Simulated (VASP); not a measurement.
Wanted: the native input for a VASP 6.6.1 run.

- Task: relaxation of cell and atoms
- Functional: r2SCAN
- Potentials or basis: VASP PAW PBE potentials, release 64 (Cu)
- Cutoff: 600 eV
- k mesh: 8 × 8 × 8
- Occupations: gaussian, width 0.1 eV
- Spin: no spin polarisation
- Dipole correction: no
- Further INCAR settings: ALGO = Normal; EDIFF = 1e-06; IBRION = 2; EDIFFG = -0.04; NSW = 90; ISIF = 3

The system is Cu.

```
CELL_PARAMETERS angstrom
0.00000 2.09549 4.46084
1.28918 0.00000 4.46084
1.28918 2.09549 0.00000
ATOMIC_POSITIONS crystal
Cu 0.13284 0.13284 0.86716
Cu 0.86716 0.86716 0.13284
```

One way to write it, as run:

POSCAR

```
Cu
1.0
    0.0000000000      2.0954893324      4.4608378561
    1.2891785065      0.0000000000      4.4608378561
    1.2891785065      2.0954893324      0.0000000000
Cu
2
Direct
    0.1328389126      0.1328389126      0.8671610874
    0.8671610874      0.8671610874      0.1328389126
```

INCAR.step1

```
SYSTEM = Cu
ALGO = Normal ; EDIFF = 1E-4
ENCUT = 600 ; GGA = PE
ISMEAR = 0 ; LASPH = .TRUE.
LCHARG = .FALSE. ; LREAL = .FALSE.
LWAVE = .TRUE. ; NELM = 60
PREC = Accurate ; SIGMA = 0.1
```

INCAR.step2

```
SYSTEM = Cu
ALGO = Normal ; EDIFF = 1E-6
EDIFFG = -0.04 ; ENCUT = 600
IBRION = 2 ; ISIF = 3
ISMEAR = 0 ; ISTART = 1
LASPH = .TRUE. ; LCHARG = .FALSE.
LMIXTAU = .TRUE. ; LREAL = .FALSE.
LWAVE = .FALSE. ; METAGGA = R2SCAN
NELM = 60 ; NSW = 90
PREC = Accurate ; SIGMA = 0.1
```

KPOINTS

```
k-points
0
G
  8 8 8
  0 0 0
```

Potentials or basis: VASP PAW PBE potentials, release 64 (Cu).

Command:

```sh
$ cat potpaw_PBE.64/Cu/POTCAR > POTCAR
$ cp INCAR.step1 INCAR
$ mpirun -np 1 vasp_std > vasp.out
$ cp INCAR.step2 INCAR
$ mpirun -np 1 vasp_std > vasp.out
```

Results of the run:

```
Relaxed volume                        : 12.07 Å³/atom
Relaxed cell                          : a = 4.967 Å, b = 4.689 Å, c = 2.447 Å, α = 81.73°, β = 69.09°, γ = 29.18°
Space group after relaxing (to 0.1 Å) : Fmmm (No. 69)
Energy gained by relaxing             : 1.7 meV/atom
Ionic steps                           : 2
Pressure after relaxing               : 0.0 GPa
Largest force after relaxing          : 0.027 eV/Å
Band gap on the k mesh                : zero (bands 11 and 12 overlap by 6.30 eV)
```

Caveat: the k points lie up to 0.37 Å⁻¹ apart in the final cell, too coarse for converged energies and pressures of a metal; the PAW data sets were made with another functional, which shifts forces and pressure a little.

Run time: 4.8 min on 1 thread of AMD EPYC 9R45 96-Core Processor (Zen 5), with other jobs on the host, peak memory 0.18 GiB.
